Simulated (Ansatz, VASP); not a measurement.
Pt: VASP beside Ansatz

The input INCAR:

```
ALGO = Normal
EDIFF = 1E-6
ENCUT = 520
GGA = PS
ISIF = 2
ISMEAR = 0
LASPH = True
LCHARG = True
LELF = True
LREAL = False
LVHAR = True
LWAVE = False
NBANDS = 17
NELM = 100
PREC = Accurate
SIGMA = 0.15
```

KPOINTS

```
k-points
0
Gamma
  18 18 10
```

The input POSCAR:

```
Pt
1.0
    2.7251897179      0.0000000000      0.0000000000
   -1.3625948590      2.3600835258      0.0000000000
    0.0000000000      0.0000000000      4.4716000000
Pt
2
Direct
    0.6666666667      0.3333333333      0.7500000000
    0.3333333333      0.6666666667      0.2500000000
```

Input for Ansatz:

```yaml
crystal:
  lattice:
    - [2.7251897179, 0.0, 0.0]
    - [-1.362594859, 2.3600835258, 0.0]
    - [0.0, 0.0, 4.4716]
  atoms:
    - { symbol: Pt, position: [0.6666666667, 0.3333333333, 0.75] }
    - { symbol: Pt, position: [0.3333333333, 0.6666666667, 0.25] }
basis:
  ecutwfc: 420
kpoints:
  mp_grid: { grid: [18, 18, 10] }
hamiltonian:
  xc: pbesol
scf:
  occupations: { method: gaussian, width: 0.15 }
output:
  forces: true
  stress: true
  eigenvalues: true
```

Alike in both runs: task single point; functional PBEsol; k mesh 18 × 18 × 10; occupations gaussian, width 0.15 eV; no spin polarisation.

|  | VASP | Ansatz |
| --- | --- | --- |
| version | VASP 6.6.1 | Ansatz 0.2.0 |
| potentials or method | VASP PAW PBE potentials, release 64 (Pt), cutoff 520 eV | scalar-relativistic, plane waves, PAW |
| valence electrons in the cell | 20 | 36 |

Ansatz gave:

| Quantity | Value |
| --- | --- |
| gap on the k mesh at the Fermi level (eV) | none |
| pressure (GPa) | 16.4 |
| traceless stress, the component that is largest in VASP (GPa) | 6.48 |

Estimate VASP's values.

gap on the k mesh at the Fermi level (eV): none; pressure (GPa): 16.0; traceless stress, the component that is largest in VASP (GPa): 6.38.

VASP's potentials were made for PBE, not for PBEsol. A gap of «none» marks a metal or a gap that the smearing closes. VASP's potentials hold 20 valence electrons a cell and Ansatz's 36, so a difference there can come from the potentials and not from the codes.

Spin-orbit coupling is off throughout.
